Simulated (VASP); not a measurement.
# Ca (Fm-3m) in VASP: a series of runs, part 2 of 2

VASP 6.6.1. Earlier steps stand in the parts before.

## 4. Single point, BLYP (volume scaled by 1.12)

File INCAR:

```
SYSTEM = Ca
PREC     = Accurate       ! precision mode
ENCUT    = 520            ! plane-wave cutoff, eV
EDIFF    = 1E-6           ! SCF threshold, eV
ISMEAR   = -1             ! smearing method
SIGMA    = 0.1            ! smearing width, eV
LREAL    = .FALSE.        ! projectors in reciprocal space
LASPH    = .TRUE.         ! aspherical terms in the spheres
NELM     = 60             ! most SCF steps
ALGO     = Normal         ! electronic algorithm
ISIF     = 2              ! what is computed and relaxed
LWAVE    = .FALSE.        ! write WAVECAR
LCHARG   = .TRUE.         ! write CHGCAR
GGA      = B5             ! functional
ALDAX    = 1.0          
AGGAX    = 1.0          
AGGAC    = 1.0          
ALDAC    = 0.0          
LELF     = .TRUE.         ! ELF
LVHAR    = .TRUE.       
NBANDS   = 11             ! bands
```

File KPOINTS:

```
regular mesh
0
G
  16 16 16
  0 0 0
```

File POSCAR:

```
Ca
1.0
    0.0000000000      2.8775780847      2.8775780847
    2.8775780847      0.0000000000      2.8775780847
    2.8775780847      2.8775780847      0.0000000000
Ca
1
Direct
    0.0000000000      0.0000000000      0.0000000000
```

Potentials or basis: VASP PAW PBE potentials, release 64 (Ca_sv).

Command:

```
$ cat potpaw_PBE.64/Ca_sv/POTCAR > POTCAR
$ mpirun -np 1 vasp_std > vasp.out
```

OUTCAR:

```text
SYSTEM = Ca
   PREC = Accurate
   ENCUT = 520
   EDIFF = 1E-6
   ISMEAR = -1
   LREAL = .FALSE.
   LASPH = .TRUE.
   NELM = 60
   ISIF = 2
   GGA = B5

 ion  position               nearest neighbor table
   1  0.000  0.000  0.000-

  LATTYP: Found a face centered cubic cell.
 ALAT       =     5.7551561694

  Lattice vectors:

 A1 = (   0.0000000000,   2.8775780847,   2.8775780847)
 A2 = (   2.8775780847,   0.0000000000,   2.8775780847)
 A3 = (   2.8775780847,   2.8775780847,   0.0000000000)

Analysis of symmetry for initial positions (statically):
=====================================================================
 Subroutine PRICEL returns:
 Original cell was already a primitive cell.

 Routine SETGRP: Setting up the symmetry group for a
 face centered cubic supercell.

 Subroutine GETGRP returns: Found 48 space group operations
 (whereof 48 operations were pure point group operations)
 out of a pool of 48 trial point group operations.

The static configuration has the point symmetry O_h .

Analysis of symmetry for dynamics (positions and initial velocities):
=====================================================================
 Subroutine PRICEL returns:
 Original cell was already a primitive cell.

 Routine SETGRP: Setting up the symmetry group for a
 face centered cubic supercell.

 Subroutine GETGRP returns: Found 48 space group operations
 (whereof 48 operations were pure point group operations)
 out of a pool of 48 trial point group operations.

The dynamic configuration has the point symmetry O_h .

 Subroutine INISYM returns: Found 48 space group operations
 (whereof 48 operations are pure point group operations),
 and found     1 'primitive' translations

----------------------------------------------------------------------------------------

                                     Primitive cell

  volume of cell :      47.6553

  direct lattice vectors                    reciprocal lattice vectors
     0.000000000  2.877578085  2.877578085    -0.173757231  0.173757231  0.173757231
     2.877578085  0.000000000  2.877578085     0.173757231 -0.173757231  0.173757231
     2.877578085  2.877578085  0.000000000     0.173757231  0.173757231 -0.173757231

  length of vectors
     4.069509954  4.069509954  4.069509954     0.300956352  0.300956352  0.300956352

  position of ions in fractional coordinates (direct lattice)
     0.000000000  0.000000000  0.000000000

  ion indices of the primitive-cell ions
   primitive index   ion index
                 1           1

----------------------------------------------------------------------------------------

 KPOINTS: regular mesh

Automatic generation of k-mesh.
 Grid dimensions read from file:
 generate k-points for:   16   16   16

 Generating k-lattice:

  Cartesian coordinates                     Fractional coordinates (reciprocal lattice)
    -0.010859827  0.010859827  0.010859827     0.062500000  0.000000000  0.000000000
     0.010859827 -0.010859827  0.010859827     0.000000000  0.062500000  0.000000000
     0.010859827  0.010859827 -0.010859827     0.000000000  0.000000000  0.062500000

  Length of vectors
     0.018809772  0.018809772  0.018809772

  Shift w.r.t. Gamma in fractional coordinates (k-lattice)
     0.000000000  0.000000000  0.000000000

 Subroutine IBZKPT returns following result:
 ===========================================

 Found    145 irreducible k-points:

 Following reciprocal coordinates:
            Coordinates               Weight
  0.000000  0.000000  0.000000      1.000000
  0.062500  0.000000  0.000000      8.000000
  0.125000  0.000000  0.000000      8.000000
  0.187500  0.000000  0.000000      8.000000
  0.250000  0.000000  0.000000      8.000000
  0.312500  0.000000  0.000000      8.000000
[... 16 lines left out ...]
 -0.125000  0.062500  0.000000     24.000000
 -0.062500  0.062500  0.000000     12.000000
 [... further k-points ...]
   k-points           NKPTS =    145   k-points in BZ     NKDIM =    145   number of bands    NBANDS=     11
   number of dos      NEDOS =    301   number of ions     NIONS =      1
   total plane-waves  NPLWV =  27000
   dimension x,y,z NGX =    30 NGY =   30 NGZ =   30
   dimension x,y,z NGXF=    60 NGYF=   60 NGZF=   60
   ions per type =               1
   NGX,Y,Z   is equivalent  to a cutoff of  12.26, 12.26, 12.26 a.u.
   NGXF,Y,Z  is equivalent  to a cutoff of  24.51, 24.51, 24.51 a.u.
 SYSTEM =  Ca
   PREC   = accura    normal or accurate (medium, high low for compatibility)
   ISTART =      0    job   : 0-new  1-cont  2-samecut
   ICHARG =      2    charge: 1-file 2-atom 10-const
   ISPIN  =      1    spin polarized calculation?
   LNONCOLLINEAR =      F non collinear calculations
   LSORBIT =      F    spin-orbit coupling
   LASPH  =      T    aspherical Exc in radial PAW
   ENCUT  =  520.0 eV  38.22 Ry    6.18 a.u.   7.57  7.57  7.57*2*pi/ulx,y,z
   NELM   =     60;   NELMIN=  2; NELMDL= -5     # of ELM steps
   EDIFF  = 0.1E-05   stopping-criterion for ELM
   LREAL  =      F    real-space projection
   EDIFFG = 0.1E-04   stopping-criterion for IOM
   NSW    =      0    number of steps for IOM
   IBRION =     -1    ionic relax: 0-MD 1-quasi-New 2-CG
   NFREE  =      0    steps in history (QN), initial steepest desc. (CG)
   ISIF   =      2    stress and relaxation
   ISYM   =      2    0-nonsym 1-usesym 2-fastsym
   POTIM  = 0.5000    time-step for ionic-motion
   TEBEG  =    0.0;   TEEND  =   0.0 temperature during run
   PSTRESS=    0.0 pullay stress
   NELECT =      10.0000    total number of electrons
   NUPDOWN=      -1.0000    fix difference up-down
   EMIN   =  10.00;   EMAX   =-10.00  energy-range for DOS
   EFERMI =   0.00;   METHOD = LEGACY
   ISMEAR =    -1;   SIGMA  =   0.10  broadening in eV -4-tet -1-fermi 0-gaus
   EFERMI_NEDOS =   21; number of points for ismear=-14 and -15
   IALGO  =     38    algorithm
   IMIX   =      4    mixing-type and parameters
     AMIX     =   0.40;   BMIX     =  1.00
     AMIX_MAG =   1.60;   BMIX_MAG =  1.00
  volume/ion in A,a.u.               =      47.66       321.59
  Fermi-wavevector in a.u.,A,eV,Ry     =   0.972832  1.838385 12.876574  0.946402
  Thomas-Fermi vector in A             =   2.103162
   LORBIT       =      0    0 simple, 1 ext, 2 COOP (PROOUT), +10 PAW based schemes
   GGA     = B5    functional components
   LHFCALC =     F    Hartree Fock is set to
   AEXX    =    0.0000 exact exchange contribution
   IVDW    =     0    specifies the selected vdW correction
   LEPSILON=     F    determine dielectric tensor
   LRPA    =     F    only Hartree local field effects (RPA)
 non-spin polarized calculation
  energy-cutoff  :      520.00
  volume of cell :       47.66
 maximum number of plane-waves:      1304
   NGX = 15   NGY = 15   NGZ = 15

 number of electron      10.0000002 magnetization

 Free energy of the ion-electron system (eV)
  ---------------------------------------------------
  ext. energy  EPLUGINS =         0.00000000
  ---------------------------------------------------
  free energy    TOTEN  =        -1.23900667 eV

  energy without entropy =       -1.19454934  energy(sigma->0) =       -1.21677801

 E-fermi :   1.9408     XC(G=0):  -6.9384

 val. band max:        1.9266833209   @ k =  -0.3750   0.3125   0.0625
 cond. band min:       1.9490186662   @ k =  -0.4375   0.0625   0.0000
 fundamental gap:      0.0223353453
 Fermi energy:         1.9407723924

 k-point     1 :       0.0000    0.0000    0.0000
  band No.  band energies     occupation
      1     -40.3505      2.00000
      2     -21.4000      2.00000
      3     -21.4000      2.00000
      4     -21.4000      2.00000
      5      -1.8346      2.00000
      6       3.9051      0.00000
      7       3.9051      0.00000
      8       3.9051      0.00000
      9       4.7819      0.00000
     10       4.7819      0.00000
     11      10.6804      0.00000

 k-point     2 :       0.0625    0.0000    0.0000
  band No.  band energies     occupation
      1     -40.3502      2.00000
      2     -21.4035      2.00000
      3     -21.4005      2.00000
      4     -21.4005      2.00000
      5      -1.7738      2.00000
      6       3.8483      0.00000
      7       3.9275      0.00000
      8       3.9275      0.00000
      9       4.7643      0.00000
     10       4.7643      0.00000
     11      10.7307      0.00000
[... 295 lines left out ...]
 k-point    24 :      -0.0625    0.0625    0.0000
  band No.  band energies     occupation
      1     -40.3498      2.00000
      2     -21.4082      2.00000
      3     -21.4026      2.00000
      4     -21.4008      2.00000
      5      -1.6732      2.00000
      6       3.7611      0.00000
      7       3.9545      0.00000
      8       3.9669      0.00000
      9       4.6930      0.00000
     10       4.7843      0.00000
     11      10.7770      0.00000

 [... further k-points ...]
[... 5 lines left out ...]
  --------------------------------------------------------------------------------------
  -------------------------------------------------------------------------------------
  Total       -0.4334835     -0.4334835     -0.4334835     -0.0000000     -0.0000000     -0.0000000
  in kB      -14.5737667    -14.5737667    -14.5737667     -0.0000000     -0.0000000     -0.0000000
  external PRESSURE =     -14.5737667 kB  Pullay stress =       0.0000000 kB

 VOLUME and BASIS-vectors are now :
 -----------------------------------------------------------------------------
  energy-cutoff  :      520.00
  volume of cell :       47.66
      direct lattice vectors                 reciprocal lattice vectors
     0.000000000  2.877578085  2.877578085    -0.173757231  0.173757231  0.173757231
     2.877578085  0.000000000  2.877578085     0.173757231 -0.173757231  0.173757231
     2.877578085  2.877578085  0.000000000     0.173757231  0.173757231 -0.173757231

 POSITION                                       TOTAL-FORCE (eV/Angst)
 -----------------------------------------------------------------------------------
      0.00000      0.00000      0.00000        -0.000000      0.000000      0.000000
 -----------------------------------------------------------------------------------
    total drift:                               -0.000000     -0.000000      0.000000

  FREE ENERGIE OF THE ION-ELECTRON SYSTEM (eV)
  ---------------------------------------------------
  free  energy   TOTEN  =        -1.2390066650 eV

  energy  without entropy=       -1.1945493450  energy(sigma->0) =       -1.21677801
```

Run time: 68 s. Hardware: 1 thread of Intel Xeon 6975P-C, shared host; peak memory 0.22 GiB.

Results:

| Quantity | Value |
| --- | --- |
| Free energy | -1.2390 eV |
| Pressure | -1.5 GPa |
| Band gap on the k mesh | zero (band 5 reaches 2.16 eV, above the bottom of band 6 at 1.81 eV) |

Levels at points of the mesh, in eV from the Fermi level:
```
           k point  band 2  band 3  band 4  band 5  band 6  band 7  band 8  band 9
(0.00, 0.00, 0.00)  -23.34  -23.34  -23.34   -3.78    1.96    1.96    1.96    2.84
(0.50, 0.00, 0.00)  -23.43  -23.35  -23.35   -0.99   -0.14    1.88    1.88    3.42
(0.50, 0.50, 0.00)  -23.42  -23.37  -23.37   -0.40    0.51    0.85    3.41    3.57
```

Caveat: the cell differs from its parent crystal (volume scaled by 1.12); the PAW data sets were made with another functional, which shifts forces and pressure a little.

## 5. Single point, BLYP, non-collinear spin, zero start, spin-orbit coupling

This run uses another cell than the first one, of 42.55 Å³/atom, 0.962 times its volume.

File INCAR:

```
SYSTEM = Ca
AGGAC = 1.0
AGGAX = 1.0
ALDAC = 0.0
ALDAX = 1.0
ALGO = Normal
EDIFF = 1E-6
ENCUT = 520
GGA = B5
GGA_COMPAT = .FALSE.
ISIF = 2
ISMEAR = -1
LASPH = .TRUE.
LCHARG = .FALSE.
LORBIT = 11
LORBMOM = .TRUE.
LREAL = .FALSE.
LSORBIT = .TRUE.
LWAVE = .FALSE.
MAGMOM = 0 0 0
NBANDS = 21
NELM = 150
PREC = Accurate
SIGMA = 0.1
```

File KPOINTS:

```
k-points
0
G
  10 10 10
  0 0 0
```

File POSCAR:

```
Ca
1.0
    0.0000000000      2.7709016401      2.7709016401
    2.7709016401      0.0000000000      2.7709016401
    2.7709016401      2.7709016401      0.0000000000
Ca
1
Direct
    0.0000000000      0.0000000000      0.0000000000
```

Command:

```
$ cat potpaw_PBE.64/Ca_sv/POTCAR > POTCAR
$ mpirun -np 1 vasp_ncl > vasp.out
```

It took 1.7 min on 1 thread of Intel Xeon 6975P-C, shared host; peak memory 0.3 GiB.

The run converged. Its results:

| Item | Value |
| --- | --- |
| Free energy | -1.2668 eV |
| Pressure | 0.0 GPa |
| Net moment | 0.00 μB per cell |
| Valence electrons inside the program's atomic spheres | Ca 8.09 |

Moments on the atoms (μB; x, y, z):
```
Ca  0.00 0.00 0.00
```

Caveat: the PAW data sets were made with another functional, which shifts forces and pressure a little.

## 6. Summary

| spin | cell | k mesh | gap on the mesh (eV) | pressure (GPa) |
| --- | --- | --- | --- | --- |
| off | a = 3.970 Å, angles 60.0°, 1 atom | 16 × 16 × 16 | none | -0.6 |
| off | a = 4.020 Å, angles 60.0°, 1 atom | 16 × 16 × 16 | none | -1.0 |
| off | a = 4.070 Å, angles 60.0°, 1 atom | 16 × 16 × 16 | none | -1.5 |
| non-collinear, zero start, SOC | a = 3.919 Å, angles 60.0°, 1 atom | 10 × 10 × 10 | - | 0.0 |

Alike in all rows: task single point; level BLYP; potentials or basis VASP PAW PBE potentials, release 64 (Ca_sv); cutoff (eV) 520; smearing fermi-dirac 0.1 eV.

Caveats: the PAW data sets were made with another functional, which shifts forces and pressure a little.

Absolute energies hang on the potentials; compare differences alone.
